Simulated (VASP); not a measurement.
Runs of VASP 6.6.1 on C. The structure is that of space group R-3m (No. 166), or close to it. The cells are those of the table. 

```csv
level,potentials or basis,cell,k mesh,smearing,grid for exact exchange (PRECFOCK),screening parameter,gap on the mesh (eV),pressure (GPa)
PBEsol,"VASP PAW PBE potentials, release 64 (C)","a = 2.423, b = 2.423, c = 3.714 Å, angles 108.5, 108.5, 60.0°, 2 atoms",13 × 13 × 8,fermi-dirac 0.05 eV,-,-,0.93,13.5
PBEsol,"VASP PAW PBE potentials, release 64 (C)","a = 2.456, b = 2.456, c = 3.765 Å, angles 108.5, 108.5, 60.0°, 2 atoms",13 × 13 × 8,fermi-dirac 0.05 eV,-,-,0.92,1.5
LDA,"VASP PAW LDA potentials, release 64 (C)","a = 2.456, b = 2.456, c = 3.765 Å, angles 108.5, 108.5, 60.0°, 2 atoms",13 × 13 × 8,fermi-dirac 0.05 eV,-,-,0.90,-3.3
PBEsol,"VASP PAW PBE potentials, release 64 (C)","a = 2.473, b = 2.473, c = 3.789 Å, angles 108.5, 108.5, 60.0°, 2 atoms",13 × 13 × 8,fermi-dirac 0.05 eV,-,-,0.91,-3.7
BLYP+D3(BJ),"VASP PAW PBE potentials, release 64 (C)","a = 2.470, b = 2.470, c = 3.576 Å, angles 110.2, 110.2, 60.0°, 2 atoms",13 × 13 × 8,fermi-dirac 0.05 eV,-,-,0.61,0.4
LDA,"VASP PAW LDA potentials, release 64 (C)","a = 2.505, b = 2.505, c = 3.838 Å, angles 108.5, 108.5, 60.0°, 2 atoms",13 × 13 × 8,fermi-dirac 0.05 eV,-,-,(b),-17.3
PBE,"VASP PAW PBE potentials, release 64 (C)","a = 2.456, b = 2.456, c = 3.765 Å, angles 108.5, 108.5, 60.0°, 2 atoms",13 × 13 × 8,gaussian 0.023 eV,-,-,0.93,4.2
HSE06,"VASP PAW PBE potentials, release 64 (C)","a = 2.456, b = 2.456, c = 3.765 Å, angles 108.5, 108.5, 60.0°, 2 atoms",8 × 8 × 4,fermi-dirac 0.05 eV,Normal,0.2079 1/Å,2.07,-1.3
PBEsol,"VASP PAW PBE potentials, release 64 (C)","a = 2.406, b = 2.406, c = 3.688 Å, angles 108.5, 108.5, 60.0°, 2 atoms",13 × 13 × 8,fermi-dirac 0.05 eV,-,-,0.94,20.4
r2SCAN,"VASP PAW PBE potentials, release 64 (C)","a = 2.456, b = 2.456, c = 3.765 Å, angles 108.5, 108.5, 60.0°, 2 atoms",12 × 12 × 8,gaussian 0.01 eV,-,-,0.49,(a)
```

Alike in all rows: task single point; no spin polarisation; cutoff (eV) 520.

**Question.** Estimate the missing entries.

**Answer.** (a) 0.5; (b) 0.88.

Caveats: some runs use coarse meshes; the PAW data sets were made with another functional, which shifts forces and pressure a little (some runs); this functional lacks dispersion, which binds the layers, so the pressure and a relaxed spacing across them are unreliable (some runs).

A k mesh can miss the band edges.
